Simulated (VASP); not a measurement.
ZnSe, 2 atoms in the cell. The structure is cubic, space group F-43m (No. 216). The conventional cell has a = 5.881 Å, b = 5.881 Å, c = 5.881 Å, α = 90.00°, β = 90.00°, γ = 90.00°. Zn (site symmetry -43m) has 4 Se at 2.55 Å within 3.4 Å. Se (site symmetry -43m) has 4 Zn at 2.55 Å within 3.4 Å.  This cell differs from its parent crystal: volume 25.420 Å^3 an atom, c/a of the conventional cell 1.0000.

| Quantity | Value |
| --- | --- |
| Program | VASP 6.6.1 |
| Task | single point |
| Functional | PBE |
| Potentials or basis | VASP PAW PBE potentials, release 64 (Zn, Se) |
| Cutoff | 520 eV |
| k mesh | 10 × 10 × 10 |
| Occupations | gaussian, width 0.05 eV |
| Spin | no spin polarisation |
| Dipole correction | no |
| Further INCAR settings | ALGO = Normal; EDIFF = 1e-06; NBANDS = 16 |

Potentials or basis: VASP PAW PBE potentials, release 64 (Zn, Se).

Launch:

```sh
$ cat potpaw_PBE.64/Zn/POTCAR potpaw_PBE.64/Se/POTCAR > POTCAR
$ mpirun -np 1 vasp_std > vasp.out
```

Hardware: 1 thread of AMD EPYC 9R45 96-Core Processor (Zen 5), on a shared host.

**Question.** Estimate the wall time of this run.

**Answer.** It took 22 s on 1 thread of AMD EPYC 9R45 96-Core Processor (Zen 5), on a shared host, peak memory 0.17 GiB. Counts: scf iterations 13, k points 47.
